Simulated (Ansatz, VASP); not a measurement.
# One calculation of RbScPtC6N6, two programs

```xyz
15
Lattice="0.0000 5.4707 5.4707 5.4707 0.0000 5.4707 5.4707 5.4707 0.0000" Properties=species:S:1:pos:R:3 pbc="T T T"
Rb    8.2061    8.2061    8.2061
Sc    5.4707    5.4707    5.4707
Pt    0.0000    0.0000    0.0000
C     2.0745    5.4707    5.4707
C     5.4707    5.4707    2.0745
C     5.4707    8.8669    5.4707
C     8.8669    5.4707    5.4707
C     5.4707    5.4707    8.8669
C     5.4707    2.0745    5.4707
N     3.2485    5.4707    5.4707
N     5.4707    5.4707    3.2485
N     5.4707    7.6930    5.4707
N     7.6930    5.4707    5.4707
N     5.4707    5.4707    7.6930
N     5.4707    3.2485    5.4707
```

Alike in both runs: functional PBE; k mesh 4 × 4 × 4; occupations gaussian, width 0.1 eV; no spin polarisation.

Ansatz relaxed the structure, and its values are those at the end. VASP's run is a single point on that final structure, the one shown.

|  | VASP | Ansatz |
| --- | --- | --- |
| version | VASP 6.6.1 | Ansatz 0.2.0 |
| potentials or method | VASP PAW PBE potentials, release 64 (Rb_sv, Sc_sv, Pt, C, N), cutoff 520 eV | scalar-relativistic, plane waves, PAW |
| valence electrons in the cell | 84 | 92 |

|  | VASP | Ansatz | Ansatz less VASP |
| --- | --- | --- | --- |
| gap on the k mesh at the Fermi level (eV) | none | none | - |
| pressure (GPa) | 0.4 | 0.0 | -0.40 |
| rms of the force components (eV/Å) | 0.178 | 0.002 | -0.1758 |

A gap of «none» marks a metal or a gap that the smearing closes. One of these differences is far larger than is usual between the two programs; its cause wasn't traced. VASP's potentials hold 84 valence electrons a cell and Ansatz's 92, so a difference there can come from the potentials and not from the codes.

Spin-orbit coupling is off throughout. Noted on VASP's run: the standard files for N, O and F lose accuracy on very short bonds.
